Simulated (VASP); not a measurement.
Write the native input for VASP 6.6.1 that does the following.

| Quantity | Value |
| --- | --- |
| Task | single point |
| Functional | PBE |
| Potentials or basis | VASP PAW PBE potentials, release 64 (Si, Ti_sv) |
| Cutoff | 520 eV |
| k mesh | 2 × 2 × 2 |
| Occupations | gaussian, width 0.02 eV |
| Spin | no spin polarisation |
| Dipole correction | no |
| Further INCAR settings | LREAL = Auto; ALGO = Normal; EDIFF = 1e-07; NBANDS = 52 |

The structure of TiSi16 (a cell with a defect) lies in POSCAR:

```
TiSi16
1.0
    0.0000000000      5.4300000000      5.4300000000
    5.4300000000      0.0000000000      5.4300000000
    5.4300000000      5.4300000000      0.0000000000
Si Ti
16 1
Direct
   -0.0221729282      0.0010263352      0.0107670350
    0.1198024862      0.1039104052      0.1601849908
    0.0226459484     -0.0607516575      0.5192094843
    0.1200895948      0.1034755985      0.6167247698
    0.0035021179      0.4786511050      0.0175382136
    0.1181809392      0.6283256906      0.1267236648
    0.0035299263      0.4784439227      0.5002903315
    0.1459164825      0.5685540516      0.6426757827
    0.5141720074      0.0014033149      0.0107394107
    0.6133367403      0.1676378453      0.1099581031
    0.5141453039      0.0010578269      0.4744478821
    0.6636239411      0.1039723757      0.6163819521
    0.4886507366      0.5407398711     -0.0146061694
    0.6299955801      0.6285874770      0.1267176796
    0.5208321363      0.4786652855      0.5002273481
    0.6299778085      0.6283444751      0.6149264273
    0.2860777164      1.1492033149      0.7826569061
```

The input as run:

INCAR

```
SYSTEM = TiSi16
ALGO = Normal ; EDIFF = 1E-7
ENCUT = 520 ; GGA = PE
ISIF = 2 ; ISMEAR = 0
LASPH = .True. ; LCHARG = .False.
LREAL = Auto ; LWAVE = .False.
NBANDS = 52 ; NELM = 80
PREC = Accurate ; SIGMA = 0.02
```

KPOINTS

```
k-points
0
Gamma
  2 2 2
  0 0 0
```

Potentials or basis: VASP PAW PBE potentials, release 64 (Si, Ti_sv).

Command:

```console
$ cat potpaw_PBE.64/Si/POTCAR potpaw_PBE.64/Ti_sv/POTCAR > POTCAR
$ mpirun -np 1 vasp_std > vasp.out
```

Results of the run:

```
Pressure               : 4.2 GPa
Largest force          : 1.970 eV/Å
Band gap on the k mesh : zero (band 38 reaches 6.92 eV, above the bottom of band 39 at 6.61 eV)
```

Caveat: the k points lie up to 0.50 Å⁻¹ apart.

Wall time 3.1 min on 1 thread of Intel(R) Xeon(R) 6975P-C (Granite Rapids) (shared host), peak memory 0.49 GiB.
